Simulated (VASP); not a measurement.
# SnMo (P-6m2) in VASP: a series of runs

The runs below take SnMo through relaxation of cell and atoms, single point, with r2SCAN.

Everything below comes from runs of VASP 6.6.1. Logs are shortened: lines on timing, memory, paths and dates and some standing lists are left out, and cuts for length are marked.

**1. The cell of the first run**

It takes space group P-6m2 (No. 187, hexagonal). Conventional cell: a = 3.510 Å, b = 3.510 Å, c = 3.424 Å, α = 90.00°, β = 90.00°, γ = 120.00°. Sn (site symmetry -6m2) has 6 Mo at 2.65 Å and 8 Sn at 3.42 to 3.51 Å within 3.6 Å. Mo (site symmetry -6m2) has 6 Sn at 2.65 Å and 8 Mo at 3.42 to 3.51 Å within 3.6 Å.

**2. Relaxation of cell and atoms, r2SCAN**

POSCAR reads:

```
SnMo
1.0
    3.5101841147      0.0000000000      0.0000000000
   -1.7550920574      3.0399086153      0.0000000000
    0.0000000000      0.0000000000      3.4236531440
Sn Mo
1 1
Direct
    0.0000000000      0.0000000000      0.0000000000
    0.6666666667      0.3333333333      0.5000000000
```

INCAR.step1 reads:

```
PREC = Accurate
ENCUT = 600
ISMEAR = 0
SIGMA = 0.1
LREAL = False
LASPH = True
NELM = 60
GGA = PE
ALGO = Normal
EDIFF = 1E-4
LWAVE = True
LCHARG = False
```

INCAR.step2 reads:

```
PREC = Accurate
ENCUT = 600
EDIFF = 1E-6
ISMEAR = 0
SIGMA = 0.1
LREAL = False
LASPH = True
NELM = 60
ALGO = Normal
ISIF = 3
LWAVE = False
LCHARG = False
METAGGA = R2SCAN
LMIXTAU = True
IBRION = 2
NSW = 90
EDIFFG = -0.04
ISTART = 1
```

KPOINTS reads:

```
Automatic mesh
0
Gamma
  6 6 6
```

Potentials or basis: VASP PAW PBE potentials, release 64 (Sn_d, Mo_sv).

Command:

```console
$ cat potpaw_PBE.64/Sn_d/POTCAR potpaw_PBE.64/Mo_sv/POTCAR > POTCAR
$ cp INCAR.step1 INCAR
$ mpirun -np 1 vasp_std > vasp.out
$ cp INCAR.step2 INCAR
$ mpirun -np 1 vasp_std > vasp.out
```

OUTCAR:

```text
PREC = Accurate
   ENCUT = 600
   EDIFF = 1E-6
   ISMEAR = 0
   LREAL = False
   LASPH = True
   NELM = 60
   ISIF = 3
   METAGGA = R2SCAN
   IBRION = 2
   NSW = 90
   EDIFFG = -0.04
   ISTART = 1

 ion  position               nearest neighbor table
   1  0.000  0.000  0.000-   2 2.65   2 2.65   2 2.65   2 2.65   2 2.65   2 2.65
   2  0.667  0.333  0.500-   1 2.65   1 2.65   1 2.65   1 2.65   1 2.65   1 2.65

  LATTYP: Found a hexagonal cell.
 ALAT       =     3.5101841147
 C/A-ratio  =     0.9753485949

  Lattice vectors:

 A1 = (   3.5101841147,   0.0000000000,   0.0000000000)
 A2 = (  -1.7550920574,   3.0399086153,   0.0000000000)
 A3 = (   0.0000000000,   0.0000000000,   3.4236531440)

Analysis of symmetry for initial positions (statically):
=====================================================================
 Subroutine PRICEL returns:
 Original cell was already a primitive cell.

 Routine SETGRP: Setting up the symmetry group for a
 hexagonal supercell.

 Subroutine GETGRP returns: Found 12 space group operations
 (whereof 12 operations were pure point group operations)
 out of a pool of 24 trial point group operations.

The static configuration has the point symmetry D_3h.

Analysis of symmetry for dynamics (positions and initial velocities):
=====================================================================
 Subroutine PRICEL returns:
 Original cell was already a primitive cell.

 Routine SETGRP: Setting up the symmetry group for a
 hexagonal supercell.

 Subroutine GETGRP returns: Found 12 space group operations
 (whereof 12 operations were pure point group operations)
 out of a pool of 24 trial point group operations.

The dynamic configuration has the point symmetry D_3h.

 Subroutine INISYM returns: Found 12 space group operations
 (whereof 12 operations are pure point group operations),
 and found     1 'primitive' translations

----------------------------------------------------------------------------------------

                                     Primitive cell

  volume of cell :      36.5326

  direct lattice vectors                    reciprocal lattice vectors
     3.510184115  0.000000000  0.000000000     0.284885341  0.164478629  0.000000000
    -1.755092057  3.039908615  0.000000000     0.000000000  0.328957257  0.000000000
     0.000000000  0.000000000  3.423653144     0.000000000  0.000000000  0.292085663

  length of vectors
     3.510184115  3.510184115  3.423653144     0.328957257  0.328957257  0.292085663

  position of ions in fractional coordinates (direct lattice)
     0.000000000  0.000000000  0.000000000
     0.666666667  0.333333333  0.500000000

  ion indices of the primitive-cell ions
   primitive index   ion index
                 1           1
                 2           2

----------------------------------------------------------------------------------------

 KPOINTS: Automatic mesh

Automatic generation of k-mesh.
 Grid dimensions read from file:
 generate k-points for:    6    6    6

 Generating k-lattice:

  Cartesian coordinates                     Fractional coordinates (reciprocal lattice)
     0.047480890  0.027413105  0.000000000     0.166666667  0.000000000  0.000000000
     0.000000000  0.054826210  0.000000000     0.000000000  0.166666667  0.000000000
     0.000000000  0.000000000  0.048680944     0.000000000  0.000000000  0.166666667

  Length of vectors
     0.054826210  0.054826210  0.048680944

  Shift w.r.t. Gamma in fractional coordinates (k-lattice)
     0.000000000  0.000000000  0.000000000

 Subroutine IBZKPT returns following result:
 ===========================================

 Found     28 irreducible k-points:

 Following reciprocal coordinates:
            Coordinates               Weight
  0.000000  0.000000  0.000000      1.000000
  0.166667 -0.000000  0.000000      6.000000
  0.333333 -0.000000  0.000000      6.000000
  0.500000 -0.000000  0.000000      3.000000
  0.166667  0.166667  0.000000      6.000000
  0.333333  0.166667  0.000000     12.000000
[... 16 lines left out ...]
  0.166667 -0.000000  0.500000      6.000000
  0.333333 -0.000000  0.500000      6.000000
 [... further k-points ...]
   k-points           NKPTS =     28   k-points in BZ     NKDIM =     28   number of bands    NBANDS=     18
   number of dos      NEDOS =    301   number of ions     NIONS =      2
   total plane-waves  NPLWV =  21952
   dimension x,y,z NGX =    28 NGY =   28 NGZ =   28
   dimension x,y,z NGXF=    56 NGYF=   56 NGZF=   56
   ions per type =               1   1
   NGX,Y,Z   is equivalent  to a cutoff of  13.26, 13.26, 13.60 a.u.
   NGXF,Y,Z  is equivalent  to a cutoff of  26.52, 26.52, 27.19 a.u.
 SYSTEM =  unknown system
   PREC   = accura    normal or accurate (medium, high low for compatibility)
   ISTART =      1    job   : 0-new  1-cont  2-samecut
   ICHARG =      0    charge: 1-file 2-atom 10-const
   ISPIN  =      1    spin polarized calculation?
   LNONCOLLINEAR =      F non collinear calculations
   LSORBIT =      F    spin-orbit coupling
   LASPH  =      T    aspherical Exc in radial PAW
   ENCUT  =  600.0 eV  44.10 Ry    6.64 a.u.   7.01  7.01  6.84*2*pi/ulx,y,z
   NELM   =     60;   NELMIN=  2; NELMDL=  0     # of ELM steps
   EDIFF  = 0.1E-05   stopping-criterion for ELM
   LREAL  =      F    real-space projection
   EDIFFG = -.4E-01   stopping-criterion for IOM
   NSW    =     90    number of steps for IOM
   IBRION =      2    ionic relax: 0-MD 1-quasi-New 2-CG
   NFREE  =      1    steps in history (QN), initial steepest desc. (CG)
   ISIF   =      3    stress and relaxation
   ISYM   =      2    0-nonsym 1-usesym 2-fastsym
   POTIM  = 0.5000    time-step for ionic-motion
   TEBEG  =    0.0;   TEEND  =   0.0 temperature during run
   PSTRESS=    0.0 pullay stress
   NELECT =      28.0000    total number of electrons
   NUPDOWN=      -1.0000    fix difference up-down
   EMIN   =  10.00;   EMAX   =-10.00  energy-range for DOS
   EFERMI =   0.00;   METHOD = LEGACY
   ISMEAR =     0;   SIGMA  =   0.10  broadening in eV -4-tet -1-fermi 0-gaus
   EFERMI_NEDOS =   21; number of points for ismear=-14 and -15
   IALGO  =     38    algorithm
   IMIX   =      4    mixing-type and parameters
     AMIX     =   0.40;   BMIX     =  1.00
     AMIX_MAG =   1.60;   BMIX_MAG =  1.00
  volume/ion in A,a.u.               =      18.27       123.27
  Fermi-wavevector in a.u.,A,eV,Ry     =   1.498192  2.831172 30.539351  2.244579
  Thomas-Fermi vector in A             =   2.609983
   LORBIT       =      0    0 simple, 1 ext, 2 COOP (PROOUT), +10 PAW based schemes
   METAGGA = R2SCAN    functional components
   LHFCALC =     F    Hartree Fock is set to
   AEXX    =    0.0000 exact exchange contribution
   IVDW    =     0    specifies the selected vdW correction
   LEPSILON=     F    determine dielectric tensor
   LRPA    =     F    only Hartree local field effects (RPA)
 conjugate gradient relaxation of ions
 non-spin polarized calculation
 Gauss-broadening in eV      SIGMA  =   0.10
  energy-cutoff  :      600.00
  volume of cell :       36.53
 maximum number of plane-waves:      1230
 NGX is ok and might be reduce to    28
   NGX = 13   NGY = 13   NGZ = 13

--------------------------------------- Ionic step        1  -------------------------------------------

 number of electron      27.9999997 magnetization

 Free energy of the ion-electron system (eV)
  ---------------------------------------------------
  ext. energy  EPLUGINS =         0.00000000
  ---------------------------------------------------
  free energy    TOTEN  =       -49.60901631 eV

  energy without entropy =      -49.60578247  energy(sigma->0) =      -49.60739939

------------------------ aborting loop because EDIFF is reached ----------------------------------------

  FORCE on cell =-STRESS in cart. coord.  units (eV):
  Direction    XX          YY          ZZ          XY          YZ          ZX
  --------------------------------------------------------------------------------------
  -------------------------------------------------------------------------------------
  Total        2.3860790      2.3860790      6.6200542     -0.0000000     -0.0000000      0.0000000
  in kB      104.6442123    104.6442123    290.3300190     -0.0000000     -0.0000000      0.0000000
  external PRESSURE =     166.5394812 kB  Pullay stress =       0.0000000 kB
[... 89 lines left out ...]
  FREE ENERGIE OF THE ION-ELECTRON SYSTEM (eV)
  ---------------------------------------------------
  free  energy   TOTEN  =       -49.8326991138 eV

  energy  without entropy=      -49.8253410656  energy(sigma->0) =      -49.82902009

 E-fermi :   9.7708     XC(G=0): -12.8583

 val. band max:        9.7706300423   @ k =   0.3333  -0.0000   0.0000
 cond. band min:       9.8232077493   @ k =   0.3333   0.1667   0.0000
 fundamental gap:      0.0525777070
 Fermi energy:         9.7707542421

 k-point     1 :       0.0000    0.0000    0.0000
  band No.  band energies     occupation
      1     -52.8130      2.00000
      2     -26.1883      2.00000
      3     -26.1538      2.00000
      4     -26.1538      2.00000
      5     -11.6545      2.00000
      6     -11.6098      2.00000
[... 10 lines left out ...]
     17      16.8361      0.00000
     18      16.8361      0.00000
[... 466 lines left out ...]
      2     -26.2552      2.00000
      3     -26.2277      2.00000
      4     -26.1708      2.00000
      5     -11.6477      2.00000
      6     -11.6249      2.00000
[... 10 lines left out ...]
     17      14.2169      0.00000
     18      16.3361      0.00000

 [... further k-points ...]

[... ionic steps 4 to 10 ...]

--------------------------------------- Ionic step       11  -------------------------------------------

 number of electron      27.9999996 magnetization

------------------------ aborting loop because EDIFF is reached ----------------------------------------

  FORCE on cell =-STRESS in cart. coord.  units (eV):
  Direction    XX          YY          ZZ          XY          YZ          ZX
  --------------------------------------------------------------------------------------
  -------------------------------------------------------------------------------------
  Total        0.2147883      0.2147883     -0.0035529     -0.0000000      0.0000000     -0.0000000
  in kB        9.2218078      9.2218078     -0.1525424     -0.0000000      0.0000000     -0.0000000
  external PRESSURE =       6.0970244 kB  Pullay stress =       0.0000000 kB
[... 57 lines left out ...]
  energy  without entropy=      -50.0456043177  energy(sigma->0) =      -50.04800281

--------------------------------------- Ionic step       13  -------------------------------------------

 number of electron      27.9999990 magnetization

 Free energy of the ion-electron system (eV)
  ---------------------------------------------------
  ext. energy  EPLUGINS =         0.00000000
  ---------------------------------------------------
  free energy    TOTEN  =       -50.05177349 eV

  energy without entropy =      -50.04833756  energy(sigma->0) =      -50.05005553

 E-fermi :  11.1329     XC(G=0): -13.3819

 val. band max:       11.1328393307   @ k =   0.3333  -0.0000   0.5000
 cond. band min:      11.2242702996   @ k =   0.1667  -0.0000   0.5000
 fundamental gap:      0.0914309689
 Fermi energy:        11.1329314243

 k-point     1 :       0.0000    0.0000    0.0000
  band No.  band energies     occupation
      1     -51.5341      2.00000
      2     -25.0044      2.00000
      3     -24.7338      2.00000
      4     -24.7338      2.00000
      5     -10.8325      2.00000
      6     -10.8325      2.00000
[... 10 lines left out ...]
     17      17.4755      0.00000
     18      20.1302      0.00000
[... 466 lines left out ...]
      2     -24.9913      2.00000
      3     -24.9634      2.00000
      4     -24.7904      2.00000
      5     -10.8853      2.00000
      6     -10.7475      2.00000
[... 10 lines left out ...]
     17      15.0766      0.00000
     18      19.0887      0.00000

 [... further k-points ...]

------------------------ aborting loop because EDIFF is reached ----------------------------------------

  FORCE on cell =-STRESS in cart. coord.  units (eV):
  Direction    XX          YY          ZZ          XY          YZ          ZX
  --------------------------------------------------------------------------------------
  -------------------------------------------------------------------------------------
  Total       -0.0447300     -0.0447300     -0.0220065      0.0000000     -0.0000000      0.0000000
  in kB       -1.9059735     -1.9059735     -0.9377125      0.0000000     -0.0000000      0.0000000
  external PRESSURE =      -1.5832198 kB  Pullay stress =       0.0000000 kB
[... 17 lines left out ...]
  FREE ENERGIE OF THE ION-ELECTRON SYSTEM (eV)
  ---------------------------------------------------
  free  energy   TOTEN  =       -50.0517734919 eV

  energy  without entropy=      -50.0483375588  energy(sigma->0) =      -50.05005553

 reached required accuracy - stopping structural energy minimisation
```

Wall time 22 min (1 thread of Intel Xeon 8259CL, shared host); peak memory 0.19 GiB.

Results:

| Item | Value |
| --- | --- |
| Free energy | -50.0518 eV |
| Relaxed volume | 18.80 Å³/atom |
| Relaxed cell | a = 3.234 Å, b = 3.234 Å, c = 4.151 Å, α = 90.00°, β = 90.00°, γ = 120.00° |
| Space group after relaxing (to 0.1 Å) | P-6m2 (No. 187) |
| Energy gained by relaxing | 221.4 meV/atom |
| Ionic steps | 13 |
| Pressure after relaxing | -0.2 GPa |
| Band gap on the k mesh | zero (bands 14 and 15 overlap by 0.66 eV) |

The path:
```tsv
step	energy change (eV)	largest force (eV/Å)	pressure (GPa)	volume (Å³)
1	0.0000	0.0000	16.65	36.53
2	0.2585	0.0000	-18.63	47.38
3	-0.2237	0.0000	-3.05	40.52
4	-0.2244	0.0000	-2.38	40.34
5	-0.3111	0.0000	-1.75	39.64
6	-0.4350	0.0000	2.64	37.12
7	-0.4238	0.0000	4.85	36.36
8	-0.4350	0.0000	3.43	36.82
9	-0.3689	0.0000	-8.08	39.22
10	-0.4412	0.0000	0.16	37.40
11	-0.4414	0.0000	0.61	37.32
12	-0.4414	0.0000	0.72	37.31
13	-0.4428	0.0000	-0.16	37.60
```

Final structure:
```cif
data_structure
_symmetry_space_group_name_H-M 'P 1'
_symmetry_Int_Tables_number 1
_cell_length_a 3.2340
_cell_length_b 3.2340
_cell_length_c 4.1513
_cell_angle_alpha 90.000
_cell_angle_beta 90.000
_cell_angle_gamma 120.000
_cell_volume 37.60
loop_
_atom_site_label
_atom_site_type_symbol
_atom_site_fract_x
_atom_site_fract_y
_atom_site_fract_z
_atom_site_occupancy
Sn1 Sn 0.00000 0.00000 0.00000 1
Mo1 Mo 0.66667 0.33333 0.50000 1
```

Levels at points of the mesh, in eV from the Fermi level:
```
           k point  band 11  band 12  band 13  band 14  band 15  band 16  band 17  band 18
(0.00, 0.00, 0.00)    -3.08    -1.31    -0.82    -0.82     0.68     0.68     6.34     9.00
(0.50, 0.00, 0.00)    -5.59    -3.31    -2.37     0.25     2.24     3.43     3.53     5.27
(0.00, 0.00, 0.50)    -6.49    -1.03    -0.45    -0.45     0.24     0.24     8.60     8.60
(0.50, 0.00, 0.50)    -4.35    -3.79    -1.26    -0.72     0.36     2.32     3.37     5.64
```

Caveat: a cell axis changed by over 15 % at a fixed basis, so the end point is rough; the PAW data sets were made with another functional, which shifts forces and pressure a little; spin-orbit coupling is left out, which moves the levels of the heavy elements.

**3. Single point, r2SCAN**

This run uses another cell than the first one, of 18.69 Å³/atom.

POSCAR reads:

```
SnMo
1.0
    3.2113532290      0.0000000000      0.0000000000
   -1.6056766145      2.7811134769      0.0000000000
    0.0000000000      0.0000000000      4.1842877655
Sn Mo
1 1
Direct
    0.0000000000      0.0000000000      0.0000000000
    0.6666666667      0.3333333333      0.5000000000
```

INCAR.step1 reads:

```
SYSTEM = SnMo
PREC     = Accurate       ! precision mode
ENCUT    = 520            ! plane-wave cutoff, eV
ISMEAR   = 0              ! smearing method
SIGMA    = 0.1            ! smearing width, eV
LREAL    = .False.        ! projectors in reciprocal space
LASPH    = .True.         ! aspherical terms in the spheres
NELM     = 100            ! most SCF steps
NBANDS   = 21             ! bands
GGA      = PE             ! functional
ALGO     = Normal         ! electronic algorithm
EDIFF    = 1E-4           ! SCF threshold, eV
LWAVE    = .True.         ! write WAVECAR
LCHARG   = .False.        ! write CHGCAR
```

INCAR.step2 reads:

```
SYSTEM = SnMo
PREC     = Accurate       ! precision mode
ENCUT    = 520            ! plane-wave cutoff, eV
EDIFF    = 1E-6           ! SCF threshold, eV
ISMEAR   = 0              ! smearing method
SIGMA    = 0.1            ! smearing width, eV
LREAL    = .False.        ! projectors in reciprocal space
LASPH    = .True.         ! aspherical terms in the spheres
NELM     = 100            ! most SCF steps
ALGO     = Normal         ! electronic algorithm
ISIF     = 2              ! what is computed and relaxed
LWAVE    = .False.        ! write WAVECAR
LCHARG   = .False.        ! write CHGCAR
METAGGA  = R2SCAN         ! meta-GGA
LMIXTAU  = .True.       
NBANDS   = 21             ! bands
ISTART   = 1
```

KPOINTS reads:

```
regular mesh
0
Gamma
  18 18 14
  0 0 0
```

Potentials or basis: VASP PAW PBE potentials, release 64 (Sn_d, Mo_sv).

Command:

```console
$ cat potpaw_PBE.64/Sn_d/POTCAR potpaw_PBE.64/Mo_sv/POTCAR > POTCAR
$ cp INCAR.step1 INCAR
$ mpirun -np 1 vasp_std > vasp.out
$ cp INCAR.step2 INCAR
$ mpirun -np 1 vasp_std > vasp.out
```

Wall time 10 min (1 thread of Intel Xeon 8259CL, shared host); peak memory 0.34 GiB.

The run converged. Its results:

| Item | Value |
| --- | --- |
| Free energy | -50.0396 eV |
| Pressure | 0.5 GPa |
| Band gap on the k mesh | zero (bands 14 and 15 overlap by 1.03 eV) |

Stress tensor (GPa, compression positive):
```
0.44 0.00 0.00
0.00 0.44 0.00
0.00 0.00 0.61
```

Levels at points of the mesh, in eV from the Fermi level:
| k point | band 12 | band 13 | band 14 | band 15 | band 16 | band 17 |
| --- | --- | --- | --- | --- | --- | --- |
| (0.00, 0.00, 0.00) | -1.54 | -0.84 | -0.84 | 0.69 | 0.69 | 6.13 |
| (0.50, 0.00, 0.00) | -3.43 | -2.47 | 0.24 | 2.28 | 3.43 | 3.59 |
| (0.00, 0.00, 0.50) | -1.21 | -0.50 | -0.50 | 0.28 | 0.28 | 8.73 |
| (0.50, 0.00, 0.50) | -3.86 | -1.23 | -0.80 | 0.25 | 2.36 | 3.22 |

Caveat: the PAW data sets were made with another functional, which shifts forces and pressure a little; spin-orbit coupling is left out, which moves the levels of the heavy elements.
